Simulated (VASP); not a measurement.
A run of VASP 6.6.1 is set up as follows.

INCAR

```
PREC     = Accurate       # precision mode
ENCUT    = 520            # plane-wave cutoff, eV
EDIFF    = 1E-8           # SCF threshold, eV
ISMEAR   = 0              # smearing method
SIGMA    = 0.01           # smearing width, eV
LREAL    = False          # projectors in reciprocal space
LASPH    = True           # aspherical terms in the spheres
NELM     = 60             # most SCF steps
ALGO     = Normal         # electronic algorithm
ISIF     = 2              # what is computed and relaxed
LWAVE    = False          # write WAVECAR
LCHARG   = False          # write CHGCAR
IBRION   = 8              # ionic algorithm
NSW      = 1              # ionic steps
LEPSILON = True           # dielectric tensor by DFPT
```

File KPOINTS:

```
Automatic mesh
0
Gamma
  12 12 12
```

The input POSCAR:

```
BN
1.0
    0.0000000000      1.7947797457      1.7947797457
    1.7947797457      0.0000000000      1.7947797457
    1.7947797457      1.7947797457      0.0000000000
B N
1 1
Direct
    0.0000000000      0.0000000000      0.0000000000
    0.7500000000      0.7500000000      0.7500000000
```

Potentials or basis: VASP PAW LDA potentials, release 64 (B, N).

The run is started by

```bash
$ cat potpaw_LDA.64/B/POTCAR potpaw_LDA.64/N/POTCAR > POTCAR
$ mpirun -np 1 vasp_std > vasp.out
```

(1) What does it give for the electronic dielectric tensor (diagonal)?

(2) Predict the Born charges (mean of the diagonal).

(3) Predict the highest phonon frequency at Γ, LO-TO splitting left out.

Results:

(1) 4.57.

(2) B +1.88; N -1.88 e.

(3) 1060 cm⁻¹.

Caveat: the cell wasn't relaxed at this level first, which shifts response properties.
